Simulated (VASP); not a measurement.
A run of VASP 6.6.1 is set up as follows.

Contents of INCAR:

```
ALGO = Normal ; EDIFF = 1E-7
ENCUT = 520 ; GGA = PE
ISIF = 2 ; ISMEAR = -1
ISYM = 0 ; LASPH = True
LCHARG = False ; LREAL = Auto
LWAVE = False ; NBANDS = 117
NELM = 60 ; PREC = Accurate
SIGMA = 0.1861
```

Contents of KPOINTS:

```
k-points
0
Gamma
  1 1 1
```

POSCAR

```
Hf3WO9
1.0
    7.0354530000      0.0129440000     -0.0287230000
    0.0129440000      7.0792940000     -0.1266340000
   -0.0287230000     -0.1266340000      7.1702520000
W O Hf
2 18 6
Direct
    0.1747609707      0.1053829060      0.9957411146
    0.5084182480      0.8189292391      0.7223795736
    0.7324003585      0.1829842078      0.1798505489
    0.7201957683      0.3729090023      0.8641650449
    1.0106676575      0.5941713772     -0.1114870572
    0.7289623528      0.7890390381      0.8353129228
    1.0138323443      0.2365288903      0.8048754641
    0.4181195500      0.2670841863      0.9274651137
    0.4165206083      0.9021091577      0.0035882159
    0.9178599720      0.7720054399      0.5352690294
    0.2071142239      0.4410994107      0.1550318071
    0.5380784525      1.0231497066      0.5794768116
    0.1530988688      0.9190587216      0.7664656055
    1.0610461428      0.0296225244      0.2122237332
    0.8795978141      0.3156149491      0.4816836663
    0.1131071706      0.8047378033      0.4337189187
    0.3210480529      0.1960704170      0.4205487679
    0.5616527076      0.4602238380      0.5343579746
    0.7077443913      0.5645951428      0.2205730682
    0.3762634470      0.5872613292      0.7745467894
    0.5485567878      0.2423583891      0.7050303126
    0.2363140837      0.6567993268      0.0210716130
    0.9050031368      0.3806035206      0.1427624512
    0.0729051449      0.0925375268      0.5416400221
    0.5046822057      0.3544471206      0.2563764905
    0.8621488293      0.5337256251      0.6881980315
```

Potentials or basis: VASP PAW PBE potentials, release 64 (W_sv, O, Hf_pv).

Command:

```sh
$ cat potpaw_PBE.64/W_sv/POTCAR potpaw_PBE.64/O/POTCAR potpaw_PBE.64/Hf_pv/POTCAR > POTCAR
$ mpirun -np 1 vasp_gam > vasp.out
```

(1) What does it give for the pressure?

(2) Estimate the largest force.

## Answers

(1) 4.7 GPa.

(2) 8.547 eV/Å.

Caveat: the k points lie up to 0.89 Å⁻¹ apart, too coarse for converged energies, forces and pressures; the atoms stand as in a frame of molecular dynamics.
